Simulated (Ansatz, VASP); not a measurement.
Two plane-wave programs on PbS

File POSCAR:

```
PbS
1.0
    2.1119725129      1.2193478988      3.5889000000
   -2.1119725129      1.2193478988      3.5889000000
    0.0000000000     -2.4386957977      3.5889000000
Pb S
1 1
Direct
    0.9781509158      0.9781509158      0.9781509158
    0.4774504142      0.4774504142      0.4774504142
```

Contents of INCAR.step1:

```
PREC     = Accurate       # precision mode
ENCUT    = 520            # plane-wave cutoff, eV
ISMEAR   = 0              # smearing method
SIGMA    = 0.05           # smearing width, eV
LREAL    = F              # projectors in reciprocal space
LASPH    = T              # aspherical terms in the spheres
NELM     = 60             # most SCF steps
NBANDS   = 17             # bands
GGA      = PE             # functional
ALGO     = Normal         # electronic algorithm
EDIFF    = 1E-4           # SCF threshold, eV
LWAVE    = T              # write WAVECAR
LCHARG   = F              # write CHGCAR
```

INCAR.step2

```
PREC     = Accurate       # precision mode
ENCUT    = 520            # plane-wave cutoff, eV
EDIFF    = 1E-6           # SCF threshold, eV
ISMEAR   = 0              # smearing method
SIGMA    = 0.05           # smearing width, eV
LREAL    = F              # projectors in reciprocal space
LASPH    = T              # aspherical terms in the spheres
NELM     = 60             # most SCF steps
ALGO     = Normal         # electronic algorithm
ISIF     = 2              # what is computed and relaxed
LWAVE    = F              # write WAVECAR
LCHARG   = F              # write CHGCAR
METAGGA  = R2SCAN         # meta-GGA
LMIXTAU  = T            
NBANDS   = 17             # bands
ISTART   = 1
```

File KPOINTS:

```
Automatic mesh
0
Gamma
  9 9 9
```

Input for Ansatz:

```yaml
crystal:
  lattice:
    - [2.1119725129, 1.2193478988, 3.5889]
    - [-2.1119725129, 1.2193478988, 3.5889]
    - [0.0, -2.4386957977, 3.5889]
  atoms:
    - { symbol: Pb, position: [0.9781509158, 0.9781509158, 0.9781509158] }
    - { symbol: S, position: [0.4774504142, 0.4774504142, 0.4774504142] }
basis:
  ecutwfc: 500
kpoints:
  mp_grid: { grid: [9, 9, 9] }
hamiltonian:
  xc: r2scan
scf:
  occupations: { method: gaussian, width: 0.05 }
output:
  forces: true
  stress: true
  eigenvalues: true
  write_density: true
  write_potential: true
  elf: true
  volumetric_format: npy
```

Alike in both runs: task single point; functional r2SCAN; k mesh 9 × 9 × 9; occupations gaussian, width 0.05 eV; no spin polarisation.

```csv
,VASP,Ansatz
version,VASP 6.6.1,Ansatz 0.2.0
potentials or method,"VASP PAW PBE potentials, release 64 (Pb_d, S), cutoff 520 eV","scalar-relativistic, plane waves, PAW"
valence electrons in the cell,20,20
```

|  | VASP | Ansatz | Ansatz less VASP |
| --- | --- | --- | --- |
| pressure (GPa) | -2.2 | -2.1 | +0.03 |
| traceless stress, the component that is largest in VASP (GPa) | -1.18 | -1.18 | 0.000 |

VASP's potentials were made for PBE, not for r2SCAN.

Spin-orbit coupling is off throughout.
